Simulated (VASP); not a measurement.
# Ni (P6_3/mmc) in VASP: notebook

Runs on Ni. Level: PBE. Tasks: single point, relaxation of cell and atoms.

Everything below comes from runs of VASP 6.6.1. Logs are shortened: lines on timing, memory, paths and dates and some standing lists are left out, and cuts for length are marked.

### 1 The cell of the first run

Symmetry: P6_3/mmc, No. 194, hexagonal system. Conventional cell: a = 2.484 Å, b = 2.484 Å, c = 8.139 Å, α = 90.00°, β = 90.00°, γ = 120.00°. Within 3.3 Å of Ni (site symmetry -3m) lie 12 Ni at 2.48 to 2.49 Å. Ni (site symmetry -6m2) has 12 Ni at 2.48 to 2.49 Å within 3.3 Å.

This isn't the form of Ni at room conditions, which is fcc.

### 2 Single point, PBE

The input, INCAR:

```
PREC     = Accurate       # precision mode
ENCUT    = 520            # plane-wave cutoff, eV
EDIFF    = 1E-7           # SCF threshold, eV
ISMEAR   = -1             # smearing method
SIGMA    = 0.1            # smearing width, eV
LREAL    = False          # projectors in reciprocal space
LASPH    = True           # aspherical terms in the spheres
NELM     = 80             # most SCF steps
ALGO     = Normal         # electronic algorithm
ISIF     = 2              # what is computed and relaxed
LWAVE    = False          # write WAVECAR
LCHARG   = True           # write CHGCAR
GGA      = PE             # functional
LELF     = True           # ELF
LVHAR    = True         
NBANDS   = 28             # bands
```

The input, KPOINTS:

```
regular mesh
0
Gamma
  14 14 4
```

The input, POSCAR:

```
Ni
1.0
    2.4839897188      0.0000000000      0.0000000000
   -1.2419948594      2.1511981993      0.0000000000
    0.0000000000      0.0000000000      8.1388817054
Ni
4
Direct
    1.0000000000      0.0000000000      1.0000000000
    1.0000000000      0.0000000000      0.5000000000
    0.3333333333      0.6666666667      0.2500000000
    0.6666666667      0.3333333333      0.7500000000
```

Potentials or basis: VASP PAW PBE potentials, release 64 (Ni).

On the command line:

```sh
$ cat potpaw_PBE.64/Ni/POTCAR > POTCAR
$ mpirun -np 1 vasp_std > vasp.out
```

OUTCAR:

```text
PREC = Accurate
   ENCUT = 520
   EDIFF = 1E-7
   ISMEAR = -1
   LREAL = False
   LASPH = True
   NELM = 80
   ISIF = 2
   GGA = PE

 ion  position               nearest neighbor table
   1  0.000  0.000  0.000-   3 2.49   4 2.49   4 2.49   3 2.49   4 2.49   3 2.49
   2  0.000  0.000  0.500-   3 2.49   4 2.49   4 2.49   3 2.49   4 2.49   3 2.49
   3  0.333  0.667  0.250-   1 2.49   2 2.49   1 2.49   2 2.49   1 2.49   2 2.49
   4  0.667  0.333  0.750-   1 2.49   2 2.49   1 2.49   2 2.49   1 2.49   2 2.49

  LATTYP: Found a hexagonal cell.
 ALAT       =     2.4839897188
 C/A-ratio  =     3.2765359872

  Lattice vectors:

 A1 = (   2.4839897188,   0.0000000000,   0.0000000000)
 A2 = (  -1.2419948594,   2.1511981993,   0.0000000000)
 A3 = (   0.0000000000,   0.0000000000,   8.1388817054)

Analysis of symmetry for initial positions (statically):
=====================================================================
 Subroutine PRICEL returns:
 Original cell was already a primitive cell.

 Routine SETGRP: Setting up the symmetry group for a
 hexagonal supercell.

 Subroutine GETGRP returns: Found 24 space group operations
 (whereof 12 operations were pure point group operations)
 out of a pool of 24 trial point group operations.

The static configuration has the point symmetry D_3d.
 The point group associated with its full space group is D_6h.

Analysis of symmetry for dynamics (positions and initial velocities):
=====================================================================
 Subroutine PRICEL returns:
 Original cell was already a primitive cell.

 Routine SETGRP: Setting up the symmetry group for a
 hexagonal supercell.

 Subroutine GETGRP returns: Found 24 space group operations
 (whereof 12 operations were pure point group operations)
 out of a pool of 24 trial point group operations.

The dynamic configuration has the point symmetry D_3d.
 The point group associated with its full space group is D_6h.

 Subroutine INISYM returns: Found 24 space group operations
 (whereof 12 operations are pure point group operations),
 and found     1 'primitive' translations

----------------------------------------------------------------------------------------

                                     Primitive cell

  volume of cell :      43.4906

  direct lattice vectors                    reciprocal lattice vectors
     2.483989719  0.000000000  0.000000000     0.402578156  0.232428607  0.000000000
    -1.241994859  2.151198199  0.000000000     0.000000000  0.464857213  0.000000000
     0.000000000  0.000000000  8.138881705     0.000000000  0.000000000  0.122867003

  length of vectors
     2.483989719  2.483989719  8.138881705     0.464857213  0.464857213  0.122867003

  position of ions in fractional coordinates (direct lattice)
     0.000000000  0.000000000  0.000000000
     0.000000000  0.000000000  0.500000000
     0.333333333  0.666666667  0.250000000
     0.666666667  0.333333333  0.750000000

  ion indices of the primitive-cell ions
   primitive index   ion index
                 1           1
                 2           2
                 3           3
                 4           4

----------------------------------------------------------------------------------------

 KPOINTS: regular mesh

Automatic generation of k-mesh.
 Grid dimensions read from file:
 generate k-points for:   14   14    4

 Generating k-lattice:

  Cartesian coordinates                     Fractional coordinates (reciprocal lattice)
     0.028755583  0.016602043  0.000000000     0.071428571  0.000000000  0.000000000
     0.000000000  0.033204087  0.000000000     0.000000000  0.071428571  0.000000000
     0.000000000  0.000000000  0.030716751     0.000000000  0.000000000  0.250000000

  Length of vectors
     0.033204087  0.033204087  0.030716751

  Shift w.r.t. Gamma in fractional coordinates (k-lattice)
     0.000000000  0.000000000  0.000000000

 Subroutine IBZKPT returns following result:
 ===========================================

 Found     72 irreducible k-points:

 Following reciprocal coordinates:
            Coordinates               Weight
  0.000000  0.000000  0.000000      1.000000
  0.071429  0.000000  0.000000      6.000000
  0.142857  0.000000  0.000000      6.000000
  0.214286  0.000000  0.000000      6.000000
  0.285714  0.000000  0.000000      6.000000
  0.357143  0.000000  0.000000      6.000000
[... 16 lines left out ...]
  0.285714  0.285714  0.000000      6.000000
  0.357143  0.285714  0.000000      6.000000
 [... further k-points ...]
   k-points           NKPTS =     72   k-points in BZ     NKDIM =     72   number of bands    NBANDS=     28
   number of dos      NEDOS =    301   number of ions     NIONS =      4
   total plane-waves  NPLWV =  20736
   dimension x,y,z NGX =    18 NGY =   18 NGZ =   64
   dimension x,y,z NGXF=    36 NGYF=   36 NGZF=  128
   ions per type =               4
   NGX,Y,Z   is equivalent  to a cutoff of  12.05, 12.05, 13.07 a.u.
   NGXF,Y,Z  is equivalent  to a cutoff of  24.09, 24.09, 26.15 a.u.
 SYSTEM =  unknown system
   PREC   = accura    normal or accurate (medium, high low for compatibility)
   ISTART =      0    job   : 0-new  1-cont  2-samecut
   ICHARG =      2    charge: 1-file 2-atom 10-const
   ISPIN  =      1    spin polarized calculation?
   LNONCOLLINEAR =      F non collinear calculations
   LSORBIT =      F    spin-orbit coupling
   LASPH  =      T    aspherical Exc in radial PAW
   ENCUT  =  520.0 eV  38.22 Ry    6.18 a.u.   4.62  4.62 15.13*2*pi/ulx,y,z
   NELM   =     80;   NELMIN=  2; NELMDL= -5     # of ELM steps
   EDIFF  = 0.1E-06   stopping-criterion for ELM
   LREAL  =      F    real-space projection
   EDIFFG = 0.1E-05   stopping-criterion for IOM
   NSW    =      0    number of steps for IOM
   IBRION =     -1    ionic relax: 0-MD 1-quasi-New 2-CG
   NFREE  =      0    steps in history (QN), initial steepest desc. (CG)
   ISIF   =      2    stress and relaxation
   ISYM   =      2    0-nonsym 1-usesym 2-fastsym
   POTIM  = 0.5000    time-step for ionic-motion
   TEBEG  =    0.0;   TEEND  =   0.0 temperature during run
   PSTRESS=    0.0 pullay stress
   NELECT =      40.0000    total number of electrons
   NUPDOWN=      -1.0000    fix difference up-down
   EMIN   =  10.00;   EMAX   =-10.00  energy-range for DOS
   EFERMI =   0.00;   METHOD = LEGACY
   ISMEAR =    -1;   SIGMA  =   0.10  broadening in eV -4-tet -1-fermi 0-gaus
   EFERMI_NEDOS =   21; number of points for ismear=-14 and -15
   IALGO  =     38    algorithm
   IMIX   =      4    mixing-type and parameters
     AMIX     =   0.40;   BMIX     =  1.00
     AMIX_MAG =   1.60;   BMIX_MAG =  1.00
  volume/ion in A,a.u.               =      10.87        73.37
  Fermi-wavevector in a.u.,A,eV,Ry     =   1.592074  3.008583 34.486670  2.534699
  Thomas-Fermi vector in A             =   2.690515
   LORBIT       =      0    0 simple, 1 ext, 2 COOP (PROOUT), +10 PAW based schemes
   GGA     = PE    functional components
   LHFCALC =     F    Hartree Fock is set to
   AEXX    =    0.0000 exact exchange contribution
   IVDW    =     0    specifies the selected vdW correction
   LEPSILON=     F    determine dielectric tensor
   LRPA    =     F    only Hartree local field effects (RPA)
 non-spin polarized calculation
  energy-cutoff  :      520.00
  volume of cell :       43.49
 maximum number of plane-waves:      1192
   NGX =  9   NGY =  9   NGZ = 31

 number of electron      40.0000054 magnetization

 Free energy of the ion-electron system (eV)
  ---------------------------------------------------
  ext. energy  EPLUGINS =         0.00000000
  ---------------------------------------------------
  free energy    TOTEN  =       -21.82202559 eV

  energy without entropy =      -21.46067760  energy(sigma->0) =      -21.64135159

 E-fermi :   9.2300     XC(G=0): -13.2573

 val. band max:        9.2295452644   @ k =   0.2857   0.0000   0.0000
 cond. band min:       9.2330980140   @ k =   0.3571   0.2143   0.5000
 fundamental gap:      0.0035527497
 Fermi energy:         9.2300198999

 k-point     1 :       0.0000    0.0000    0.0000
  band No.  band energies     occupation
      1       0.3536      2.00000
      2       2.5928      2.00000
      3       2.5930      2.00000
      4       4.7777      2.00000
      5       6.9687      2.00000
      6       6.9967      2.00000
[... 20 lines left out ...]
     27      23.8103      0.00000
     28      31.7206      0.00000

 k-point     2 :       0.0714    0.0000    0.0000
  band No.  band energies     occupation
      1       0.5315      2.00000
      2       2.7495      2.00000
      3       2.7498      2.00000
      4       4.8926      2.00000
      5       6.8766      2.00000
      6       6.9497      2.00000
[... 20 lines left out ...]
     27      23.9406      0.00000
     28      30.1815      0.00000

 k-point     3 :       0.1429    0.0000    0.0000
  band No.  band energies     occupation
      1       1.0548      2.00000
      2       3.1959      2.00000
      3       3.1964      2.00000
      4       5.2027      2.00000
      5       6.6852      2.00000
      6       6.8314      2.00000
[... 20 lines left out ...]
     27      24.3176      0.00000
     28      26.7910      0.00000

 k-point     4 :       0.2143    0.0000    0.0000
  band No.  band energies     occupation
      1       1.8862      2.00000
      2       3.8426      2.00000
      3       3.8436      2.00000
      4       5.5782      2.00000
      5       6.5075      2.00000
      6       6.5707      2.00000
[... 578 lines left out ...]
     27      18.0870      0.00000
     28      20.0388      0.00000

 k-point    23 :       0.2857    0.2857    0.0000
  band No.  band energies     occupation
      1       5.7907      2.00000
      2       5.7955      2.00000
      3       5.8103      2.00000
      4       5.8914      2.00000
      5       6.0908      2.00000
      6       6.1312      2.00000
[... 20 lines left out ...]
     27      18.2838      0.00000
     28      18.3792      0.00000

 k-point    24 :       0.3571    0.2857    0.0000
  band No.  band energies     occupation
      1       5.8308      2.00000
      2       5.8631      2.00000
      3       6.0371      2.00000
      4       6.0990      2.00000
      5       6.1546      2.00000
      6       6.1679      2.00000
[... 20 lines left out ...]
     27      17.0257      0.00000
     28      18.2945      0.00000

 [... further k-points ...]

------------------------ aborting loop because EDIFF is reached ----------------------------------------

  FORCE on cell =-STRESS in cart. coord.  units (eV):
  Direction    XX          YY          ZZ          XY          YZ          ZX
  --------------------------------------------------------------------------------------
  -------------------------------------------------------------------------------------
  Total        0.0053447      0.0053447     -0.0017524     -0.0000000      0.0000000      0.0000000
  in kB        0.1968955      0.1968955     -0.0645564     -0.0000000      0.0000000      0.0000000
  external PRESSURE =       0.1097448 kB  Pullay stress =       0.0000000 kB

 VOLUME and BASIS-vectors are now :
 -----------------------------------------------------------------------------
  energy-cutoff  :      520.00
  volume of cell :       43.49
      direct lattice vectors                 reciprocal lattice vectors
     2.483989719  0.000000000  0.000000000     0.402578156  0.232428607  0.000000000
    -1.241994859  2.151198199  0.000000000     0.000000000  0.464857213  0.000000000
     0.000000000  0.000000000  8.138881705     0.000000000  0.000000000  0.122867003

 POSITION                                       TOTAL-FORCE (eV/Angst)
 -----------------------------------------------------------------------------------
      0.00000      0.00000      0.00000         0.000000      0.000000     -0.000000
      0.00000      0.00000      4.06944         0.000000      0.000000     -0.000000
     -0.00000      1.43413      2.03472         0.000000     -0.000000      0.000000
      1.24199      0.71707      6.10416        -0.000000      0.000000      0.000000
 -----------------------------------------------------------------------------------
    total drift:                                0.000000     -0.000000      0.000000

  FREE ENERGIE OF THE ION-ELECTRON SYSTEM (eV)
  ---------------------------------------------------
  free  energy   TOTEN  =       -21.8220255899 eV

  energy  without entropy=      -21.4606775993  energy(sigma->0) =      -21.64135159
```

It took 38 s on 1 thread of AMD EPYC 9R45 (Zen 5), shared host; peak memory 0.16 GiB.

What came out:

```
Free energy            : -21.8220 eV
Pressure               : 0.0 GPa
Band gap on the k mesh : zero (bands 20 and 21 overlap by 0.56 eV)
```

Caveat: the run has no spin polarisation, though such a crystal can be magnetic.

(Part 1 of 2 ends here.)
